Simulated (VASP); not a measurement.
# EuSb (F-43m) in VASP: further runs

EuSb is run at these levels: LDA+U; tasks: single point.

All numbers are computed with VASP 6.6.1; they aren't measurements. Logs are shortened: lines on timing, memory, paths and dates and some standing lists are left out, and cuts for length are marked.

### Step 1. The cell of the first run

The structure is cubic, space group F-43m (No. 216). The conventional cell has a = 7.122 Å, b = 7.122 Å, c = 7.122 Å, α = 90.00°, β = 90.00°, γ = 90.00°. Within 4.1 Å of Eu (site symmetry -43m) lie 4 Sb at 3.08 Å. Within 4.1 Å of Sb (site symmetry -43m) lie 4 Eu at 3.08 Å.

### Step 2. Single point, LDA+U, collinear spin, ferromagnetic start (45.15 Å³/atom)

INCAR

```
SYSTEM = EuSb
PREC = Accurate
ENCUT = 520
EDIFF = 1E-6
ISMEAR = 0
SIGMA = 0.05
LREAL = .FALSE.
LASPH = .TRUE.
NELM = 150
ALGO = Normal
ISIF = 2
LWAVE = .FALSE.
LCHARG = .FALSE.
ISPIN = 2
MAGMOM = 7.55 0.15
LORBIT = 11
LMAXMIX = 6
LDAU = .TRUE.
LDAUTYPE = 2
LDAUL = 3 -1
LDAUU = 4 0
LDAUJ = 0 0
LDAUPRINT = 1
GGA = CA
NBANDS = 22
```

KPOINTS

```
regular mesh
0
G
  8 8 8
  0 0 0
```

POSCAR

```
EuSb
1.0
    0.0000000000      3.5609606588      3.5609606588
    3.5609606588      0.0000000000      3.5609606588
    3.5609606588      3.5609606588      0.0000000000
Eu Sb
1 1
Direct
    0.0000000000      0.0000000000      0.0000000000
    0.2500000000      0.2500000000      0.2500000000
```

Potentials or basis: VASP PAW PBE potentials, release 64 (Eu, Sb).

Run with:

```
cat potpaw_PBE.64/Eu/POTCAR potpaw_PBE.64/Sb/POTCAR > POTCAR
mpirun -np 1 vasp_std > vasp.out
```

OUTCAR:

```text
SYSTEM = EuSb
   PREC = Accurate
   ENCUT = 520
   EDIFF = 1E-6
   ISMEAR = 0
   LREAL = .FALSE.
   LASPH = .TRUE.
   NELM = 150
   ISIF = 2
   ISPIN = 2
   LORBIT = 11
   GGA = CA

 ion  position               nearest neighbor table
   1  0.000  0.000  0.000-   2 3.08   2 3.08   2 3.08   2 3.08
   2  0.250  0.250  0.250-   1 3.08   1 3.08   1 3.08   1 3.08

  LATTYP: Found a face centered cubic cell.
 ALAT       =     7.1219213176

  Lattice vectors:

 A1 = (   0.0000000000,   3.5609606588,   3.5609606588)
 A2 = (   3.5609606588,   0.0000000000,   3.5609606588)
 A3 = (   3.5609606588,   3.5609606588,   0.0000000000)

Analysis of symmetry for initial positions (statically):
=====================================================================
 Subroutine PRICEL returns:
 Original cell was already a primitive cell.

 Routine SETGRP: Setting up the symmetry group for a
 face centered cubic supercell.

 Subroutine GETGRP returns: Found 24 space group operations
 (whereof 24 operations were pure point group operations)
 out of a pool of 48 trial point group operations.

The static configuration has the point symmetry T_d .

Analysis of symmetry for dynamics (positions and initial velocities):
=====================================================================
 Subroutine PRICEL returns:
 Original cell was already a primitive cell.

 Routine SETGRP: Setting up the symmetry group for a
 face centered cubic supercell.

 Subroutine GETGRP returns: Found 24 space group operations
 (whereof 24 operations were pure point group operations)
 out of a pool of 48 trial point group operations.

The dynamic configuration has the point symmetry T_d .

Analysis of structural, dynamic, and magnetic symmetry:
=====================================================================
 Subroutine PRICEL returns:
 Original cell was already a primitive cell.

 Routine SETGRP: Setting up the symmetry group for a
 face centered cubic supercell.

 Subroutine GETGRP returns: Found 24 space group operations
 (whereof 24 operations were pure point group operations)
 out of a pool of 48 trial point group operations.

The overall configuration has the point symmetry T_d .

 Subroutine INISYM returns: Found 24 space group operations
 (whereof 24 operations are pure point group operations),
 and found     1 'primitive' translations

----------------------------------------------------------------------------------------

                                     Primitive cell

  volume of cell :      90.3091

  direct lattice vectors                    reciprocal lattice vectors
     0.000000000  3.560960659  3.560960659    -0.140411548  0.140411548  0.140411548
     3.560960659  0.000000000  3.560960659     0.140411548 -0.140411548  0.140411548
     3.560960659  3.560960659  0.000000000     0.140411548  0.140411548 -0.140411548

  length of vectors
     5.035958859  5.035958859  5.035958859     0.243199936  0.243199936  0.243199936
[... 114 lines left out ...]
   LEPSILON=     F    determine dielectric tensor
   LRPA    =     F    only Hartree local field effects (RPA)
 spin polarized calculation
 Gauss-broadening in eV      SIGMA  =   0.05
  energy-cutoff  :      520.00
  volume of cell :       90.31
 maximum number of plane-waves:      2468
 NGX is ok and might be reduce to    40
   NGX = 19   NGY = 19   NGZ = 19

atom =   1  type =  1  l = 3

 onsite density matrix

spin component  1

  0.9552 -0.0000  0.0136 -0.0000  0.0000  0.0000  0.0000
 -0.0000  0.9738 -0.0000  0.0000 -0.0000 -0.0000  0.0000
  0.0136 -0.0000  0.9482  0.0000 -0.0000 -0.0000  0.0000
 -0.0000  0.0000  0.0000  0.9657 -0.0000 -0.0000 -0.0000
  0.0000 -0.0000 -0.0000 -0.0000  0.9482  0.0000 -0.0136
  0.0000 -0.0000 -0.0000 -0.0000  0.0000  0.9377  0.0000
  0.0000  0.0000  0.0000 -0.0000 -0.0136  0.0000  0.9552

spin component  2

  0.0011 -0.0000  0.0001  0.0000 -0.0000 -0.0000  0.0000
 -0.0000  0.0022 -0.0000  0.0000  0.0000  0.0000  0.0000
  0.0001 -0.0000  0.0011 -0.0000  0.0000 -0.0000  0.0000
  0.0000  0.0000 -0.0000  0.0012  0.0000 -0.0000 -0.0000
 -0.0000  0.0000  0.0000  0.0000  0.0011 -0.0000 -0.0001
 -0.0000  0.0000 -0.0000 -0.0000 -0.0000  0.0010 -0.0000
  0.0000  0.0000  0.0000 -0.0000 -0.0001 -0.0000  0.0011

 occupancies and eigenvectors

  o =  0.0010  v =  0.0000  0.0000  0.0000  0.0000  0.0000  0.0000  0.0000 -0.0006 -0.0000  0.0008  0.0000 -0.7906 -0.0011 -0.6124      0.0000  0.0000  0.0000  0.0000  0.0000  0.0000  0.0000  0.0000  0.0000  0.0000  0.0000  0.0000  0.0000  0.0000
  o =  0.0010  v =  0.0000  0.0000  0.0000  0.0000  0.0000  0.0000  0.0000 -0.0002  0.0000  0.0002 -0.0000  0.0009 -1.0000  0.0007      0.0000  0.0000  0.0000  0.0000  0.0000  0.0000  0.0000  0.0000  0.0000  0.0000  0.0000  0.0000  0.0000  0.0000
  o =  0.0010  v =  0.0000  0.0000  0.0000  0.0000  0.0000  0.0000  0.0000  0.6124  0.0000 -0.7906 -0.0000 -0.0008 -0.0003 -0.0006      0.0000  0.0000  0.0000  0.0000  0.0000  0.0000  0.0000  0.0000  0.0000  0.0000  0.0000  0.0000  0.0000  0.0000
  o =  0.0012  v =  0.0000  0.0000  0.0000  0.0000  0.0000  0.0000  0.0000  0.0008 -0.0000  0.0006 -0.0006  0.6124 -0.0000 -0.7906      0.0000  0.0000  0.0000  0.0000  0.0000  0.0000  0.0000  0.0000  0.0000  0.0000  0.0000  0.0000  0.0000  0.0000
  o =  0.0012  v =  0.0000  0.0000  0.0000  0.0000  0.0000  0.0000  0.0000  0.0016 -0.0000  0.0012 -1.0000 -0.0004  0.0000  0.0005      0.0000  0.0000  0.0000  0.0000  0.0000  0.0000  0.0000  0.0000  0.0000  0.0000  0.0000  0.0000  0.0000  0.0000
  o =  0.0012  v =  0.0000  0.0000  0.0000  0.0000  0.0000  0.0000  0.0000 -0.7906 -0.0000 -0.6124 -0.0020  0.0006  0.0000 -0.0008      0.0000  0.0000  0.0000  0.0000  0.0000  0.0000  0.0000  0.0000  0.0000  0.0000  0.0000  0.0000  0.0000  0.0000
  o =  0.0022  v =  0.0000  0.0000  0.0000  0.0000  0.0000  0.0000  0.0000  0.0000 -1.0000 -0.0000 -0.0000  0.0000 -0.0000 -0.0000      0.0000  0.0000  0.0000  0.0000  0.0000  0.0000  0.0000  0.0000  0.0000  0.0000  0.0000  0.0000  0.0000  0.0000
  o =  0.9377  v =  0.0000 -0.0000 -0.0000  0.0000  0.0791  0.9950  0.0612  0.0000  0.0000  0.0000  0.0000  0.0000  0.0000  0.0000      0.0000  0.0000  0.0000  0.0000  0.0000  0.0000  0.0000  0.0000  0.0000  0.0000  0.0000  0.0000  0.0000  0.0000
  o =  0.9377  v =  0.6124  0.0000 -0.7906  0.0000 -0.0000 -0.0000 -0.0000  0.0000  0.0000  0.0000  0.0000  0.0000  0.0000  0.0000      0.0000  0.0000  0.0000  0.0000  0.0000  0.0000  0.0000  0.0000  0.0000  0.0000  0.0000  0.0000  0.0000  0.0000
  o =  0.9377  v =  0.0000  0.0000 -0.0000 -0.0000  0.7866 -0.1000  0.6093  0.0000  0.0000  0.0000  0.0000  0.0000  0.0000  0.0000      0.0000  0.0000  0.0000  0.0000  0.0000  0.0000  0.0000  0.0000  0.0000  0.0000  0.0000  0.0000  0.0000  0.0000
  o =  0.9657  v =  0.0000  0.0000 -0.0000  0.9962  0.0536 -0.0000 -0.0692  0.0000  0.0000  0.0000  0.0000  0.0000  0.0000  0.0000      0.0000  0.0000  0.0000  0.0000  0.0000  0.0000  0.0000  0.0000  0.0000  0.0000  0.0000  0.0000  0.0000  0.0000
  o =  0.9657  v = -0.7906  0.0000 -0.6124  0.0000 -0.0000 -0.0000 -0.0000  0.0000  0.0000  0.0000  0.0000  0.0000  0.0000  0.0000      0.0000  0.0000  0.0000  0.0000  0.0000  0.0000  0.0000  0.0000  0.0000  0.0000  0.0000  0.0000  0.0000  0.0000
  o =  0.9657  v =  0.0000  0.0000 -0.0000 -0.0876  0.6100  0.0000 -0.7875  0.0000  0.0000  0.0000  0.0000  0.0000  0.0000  0.0000      0.0000  0.0000  0.0000  0.0000  0.0000  0.0000  0.0000  0.0000  0.0000  0.0000  0.0000  0.0000  0.0000  0.0000
  o =  0.9738  v =  0.0000 -1.0000 -0.0000  0.0000  0.0000 -0.0000 -0.0000  0.0000  0.0000  0.0000  0.0000  0.0000  0.0000  0.0000      0.0000  0.0000  0.0000  0.0000  0.0000  0.0000  0.0000  0.0000  0.0000  0.0000  0.0000  0.0000  0.0000  0.0000

 number of electron      22.0000005 magnetization       6.4501876

 Free energy of the ion-electron system (eV)
  ---------------------------------------------------
  ext. energy  EPLUGINS =         0.00000000
  ---------------------------------------------------
  free energy    TOTEN  =       -15.96300670 eV

  energy without entropy =      -15.95468481  energy(sigma->0) =      -15.95884575

 E-fermi :   1.0434     XC(G=0):  -8.1631

 val. band max:        1.0418147784   @ k =   0.5000   0.1250   0.0000
 cond. band min:       1.0443622114   @ k =  -0.3750   0.1250   0.0000
 fundamental gap:      0.0025474330
 Fermi energy:         1.0434053702

 spin component 1

 k-point     1 :       0.0000    0.0000    0.0000
  band No.  band energies     occupation
      1     -38.8560      1.00000
      2     -17.8356      1.00000
      3     -17.8356      1.00000
      4     -17.8356      1.00000
      5      -6.9906      1.00000
      6       0.1978      1.00000
[... 1193 lines left out ...]
     21       8.8860      0.00000
     22       9.6956      0.00000

 [... further k-points ...]

------------------------ aborting loop because EDIFF is reached ----------------------------------------

  FORCE on cell =-STRESS in cart. coord.  units (eV):
  Direction    XX          YY          ZZ          XY          YZ          ZX
  --------------------------------------------------------------------------------------
  -------------------------------------------------------------------------------------
  Total       -0.0503300     -0.0503300     -0.0503300     -0.0000000      0.0000000      0.0000000
  in kB       -0.8929072     -0.8929072     -0.8929072     -0.0000000      0.0000000      0.0000000
  external PRESSURE =      -0.8929072 kB  Pullay stress =       0.0000000 kB

 VOLUME and BASIS-vectors are now :
 -----------------------------------------------------------------------------
  energy-cutoff  :      520.00
  volume of cell :       90.31
      direct lattice vectors                 reciprocal lattice vectors
     0.000000000  3.560960659  3.560960659    -0.140411548  0.140411548  0.140411548
     3.560960659  0.000000000  3.560960659     0.140411548 -0.140411548  0.140411548
     3.560960659  3.560960659  0.000000000     0.140411548  0.140411548 -0.140411548

 POSITION                                       TOTAL-FORCE (eV/Angst)
 -----------------------------------------------------------------------------------
      0.00000      0.00000      0.00000         0.000000      0.000000      0.000000
      1.78048      1.78048      1.78048        -0.000000     -0.000000     -0.000000
 -----------------------------------------------------------------------------------
    total drift:                                0.000000      0.000000     -0.000000

  FREE ENERGIE OF THE ION-ELECTRON SYSTEM (eV)
  ---------------------------------------------------
  free  energy   TOTEN  =       -15.9630066957 eV

  energy  without entropy=      -15.9546848081  energy(sigma->0) =      -15.95884575

 total charge

# of ion       s       p       d       f       tot
--------------------------------------------------
    1        2.050   5.683   0.329   6.685  14.747
    2        1.165   1.369   0.004   0.000   2.538
--------------------------------------------------
tot          3.215   7.052   0.333   6.685  17.286

 magnetization (x)

# of ion       s       p       d       f       tot
--------------------------------------------------
    1       -0.004  -0.098   0.022   6.668   6.588
    2       -0.007  -0.156   0.001   0.000  -0.161
--------------------------------------------------
tot         -0.011  -0.254   0.023   6.668   6.427
```

Run time: 2.1 min. Hardware: 1 thread of Intel Xeon 6975P-C (Granite Rapids), shared host; peak memory 0.29 GiB.

What came out:

| Property | Result |
| --- | --- |
| Free energy | -15.9630 eV |
| Pressure | -0.1 GPa |
| Net moment | 6.45 μB per cell |
| Site moments | Eu +6.59; Sb -0.16 μB |
| Valence electrons inside the program's atomic spheres | Eu 14.75; Sb 2.54 |

Levels at points of the mesh, in eV from the Fermi level:
Spin up:
```tsv
k point	band 10	band 11	band 12	band 13	band 14	band 15	band 16	band 17	band 18	band 19
(0.00, 0.00, 0.00)	-0.48	-0.48	-0.48	-0.23	-0.23	-0.23	2.55	3.36	3.36	6.41
(0.50, 0.00, 0.00)	-0.61	-0.55	-0.55	-0.48	-0.04	-0.04	3.27	3.64	3.64	4.54
(0.50, 0.50, 0.00)	-0.60	-0.58	-0.58	-0.52	0.26	0.26	1.78	3.05	4.14	4.27
```
Spin down:
```tsv
k point	band 4	band 5	band 6	band 7	band 8	band 9	band 10	band 11	band 12	band 13
(0.00, 0.00, 0.00)	-16.85	-8.13	-0.42	-0.42	-0.42	2.47	3.90	3.90	6.17	6.17
(0.50, 0.00, 0.00)	-16.86	-7.63	-1.43	-0.20	-0.20	3.61	4.13	4.13	4.47	5.19
(0.50, 0.50, 0.00)	-16.88	-7.45	-1.70	0.10	0.10	2.05	3.40	4.85	4.85	4.85
```

Eigenvalues of the final occupation matrices:
```csv
site,spin,trace,eigenvalues
site 1 f,1,6.68,0.94 0.94 0.94 0.97 0.97 0.97 0.97
site 1 f,2,0.01,0.00 0.00 0.00 0.00 0.00 0.00 0.00
```

Caveat: the PAW data sets were made with another functional, which shifts forces and pressure a little; spin-orbit coupling is left out, which moves the levels of the heavy elements; a cell with one magnetic atom can't hold antiferromagnetic order, which such compounds often take. The state reached can hang on the start; a lower one may exist.

### Step 3. Single point, LDA+U, collinear spin, ferromagnetic start

INCAR

```
PREC     = Accurate       # precision mode
ENCUT    = 520            # plane-wave cutoff, eV
EDIFF    = 1E-6           # SCF threshold, eV
ISMEAR   = 0              # smearing method
SIGMA    = 0.05           # smearing width, eV
LREAL    = False          # projectors in reciprocal space
LASPH    = True           # aspherical terms in the spheres
NELM     = 150            # most SCF steps
ALGO     = Normal         # electronic algorithm
ISIF     = 2              # what is computed and relaxed
LWAVE    = False          # write WAVECAR
LCHARG   = False          # write CHGCAR
ISPIN    = 2              # spin polarisation
MAGMOM   = 0.2 0.2        # initial moments
LORBIT   = 11             # projections on sites
LMAXMIX  = 6              # l up to which the mixer works
LDAU     = True           # DFT+U
LDAUTYPE = 2            
LDAUL    = 3 -1           # shell
LDAUU    = 4 0            # U, eV
LDAUJ    = 0 0          
LDAUPRINT= 1            
GGA      = CA             # functional
NBANDS   = 22             # bands
```

KPOINTS

```
regular mesh
0
Gamma
  8 8 8
```

POSCAR is that of step 2.

Potentials or basis: VASP PAW PBE potentials, release 64 (Eu, Sb).

Run with:

```
cat potpaw_PBE.64/Eu/POTCAR potpaw_PBE.64/Sb/POTCAR > POTCAR
mpirun -np 1 vasp_std > vasp.out
```

Run time: 3 min. Hardware: 1 thread of Intel Xeon 6975P-C (Granite Rapids), shared host; peak memory 0.29 GiB.

Results (log left out):

* Free energy: -15.9630 eV
* Pressure: -0.1 GPa
* Net moment: 6.45 μB per cell
* Site moments: Eu +6.59; Sb -0.16 μB
* Valence electrons inside the program's atomic spheres: Eu 14.75; Sb 2.54

Levels at points of the mesh, in eV from the Fermi level:
Spin up:
| k point | band 11 | band 12 | band 13 | band 14 | band 15 | band 16 | band 17 | band 18 |
| --- | --- | --- | --- | --- | --- | --- | --- | --- |
| (0.00, 0.00, 0.00) | -0.49 | -0.49 | -0.23 | -0.23 | -0.23 | 2.55 | 3.36 | 3.36 |
| (0.50, 0.00, 0.00) | -0.55 | -0.55 | -0.48 | -0.04 | -0.04 | 3.27 | 3.64 | 3.64 |
| (0.50, 0.50, 0.00) | -0.59 | -0.59 | -0.52 | 0.26 | 0.26 | 1.78 | 3.05 | 4.14 |
Spin down:
| k point | band 6 | band 7 | band 8 | band 9 | band 10 | band 11 |
| --- | --- | --- | --- | --- | --- | --- |
| (0.00, 0.00, 0.00) | -0.42 | -0.42 | -0.42 | 2.47 | 3.90 | 3.90 |
| (0.50, 0.00, 0.00) | -1.43 | -0.20 | -0.20 | 3.61 | 4.13 | 4.13 |
| (0.50, 0.50, 0.00) | -1.70 | 0.10 | 0.10 | 2.05 | 3.40 | 4.85 |

Eigenvalues of the final occupation matrices:
| site | spin | trace | eigenvalues |
| --- | --- | --- | --- |
| site 1 f | 1 | 6.68 | 0.94 0.94 0.94 0.97 0.97 0.97 0.97 |
| site 1 f | 2 | 0.01 | 0.00 0.00 0.00 0.00 0.00 0.00 0.00 |

Caveat: the PAW data sets were made with another functional, which shifts forces and pressure a little; spin-orbit coupling is left out, which moves the levels of the heavy elements; a cell with one magnetic atom can't hold antiferromagnetic order, which such compounds often take.

[end of part 1 of 2]
